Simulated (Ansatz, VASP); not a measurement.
## Ti2RuC3 in VASP and in Ansatz

INCAR

```
SYSTEM = Ti2RuC3
  ALGO = Normal
  EDIFF = 1E-6
  ENCUT = 520
  GGA = PE
  ISIF = 2
  ISMEAR = 0
  ISPIN = 2
  LASPH = .True.
  LCHARG = .False.
  LMAXMIX = 4
  LORBIT = 11
  LREAL = .False.
  LWAVE = .False.
  MAGMOM = 1 1 1 0 0 0
  NBANDS = 38
  NELM = 150
  PREC = Accurate
  SIGMA = 0.1
```

KPOINTS

```
k-points
0
Gamma
  6 6 4
  0 0 0
```

POSCAR

```
Ti2RuC3
1.0
    3.8183473693     -1.4975044420      0.0000000000
    3.8183473693      1.4975044420      0.0000000000
   -2.5086372185      0.0000000000      5.2575048013
Ti Ru C
2 1 3
Direct
    0.4354445713      0.4354445713      0.1987628469
    0.6163327809      0.6163327809      0.7973006546
    0.8022958068      0.8022958068      0.4993344909
    0.0832173885      0.0832173885      0.5089726669
    0.1313992146      0.1313992146      0.0858564022
    0.9313111881      0.9313111881      0.9097729185
```

Input for Ansatz:

```yaml
crystal:
  lattice:
    - [3.8183473693, -1.497504442, 0.0]
    - [3.8183473693, 1.497504442, 0.0]
    - [-2.5086372185, 0.0, 5.2575048013]
  atoms:
    - { symbol: Ti, position: [0.4354445713, 0.4354445713, 0.1987628469], spin: 1.0 }
    - { symbol: Ti, position: [0.6163327809, 0.6163327809, 0.7973006546], spin: 1.0 }
    - { symbol: Ru, position: [0.8022958068, 0.8022958068, 0.4993344909], spin: 1.0 }
    - { symbol: C, position: [0.0832173885, 0.0832173885, 0.5089726669] }
    - { symbol: C, position: [0.1313992146, 0.1313992146, 0.0858564022] }
    - { symbol: C, position: [0.9313111881, 0.9313111881, 0.9097729185] }
basis:
  ecutwfc: 420
kpoints:
  mp_grid: { grid: [6, 6, 4] }
hamiltonian:
  xc: pbe
scf:
  occupations: { method: gaussian, width: 0.1 }
  lower_state_search: "off"
output:
  forces: true
  stress: true
  eigenvalues: true
  populations: true
magnetization:
  spin_polarized: true
```

Change from the starting cell: species swapped into the Zr2Ga3Cu type (Cm, No. 8).

Alike in both runs: task single point; functional PBE; k mesh 6 × 6 × 4; occupations gaussian, width 0.1 eV; collinear spin.

|  | VASP | Ansatz |
| --- | --- | --- |
| version | VASP 6.6.1 | Ansatz 0.2.0 |
| potentials or method | VASP PAW PBE potentials, release 64 (Ti_sv, Ru_pv, C), cutoff 520 eV | scalar-relativistic, plane waves, PAW |
| valence electrons in the cell | 50 | 52 |

VASP gave:

- gap on the k mesh at the Fermi level (eV): none
- pressure (GPa): 0.3
- traceless stress, the component that is largest in VASP (GPa): -0.11
- rms of the force components (eV/Å): 0.021
- net moment per atom (μB): 0.00

**Question.** Which values does Ansatz return?

**Answer.** gap on the k mesh at the Fermi level (eV): none; pressure (GPa): 0.0; traceless stress, the component that is largest in VASP (GPa): -0.04; rms of the force components (eV/Å): 0.005; net moment per atom (μB): 0.00.

Atom by atom the forces differ by 0.022 eV/Å (rms over components). A gap of «none» marks a metal or a gap that the smearing closes. With one functional, cell and mesh, what is left measures potentials, basis and numerics. VASP's potentials hold 50 valence electrons a cell and Ansatz's 52, so a difference there can come from the potentials and not from the codes. Ansatz's warnings: seeded moment not kept.

The k mesh is coarse, so the values compare programs but aren't converged.
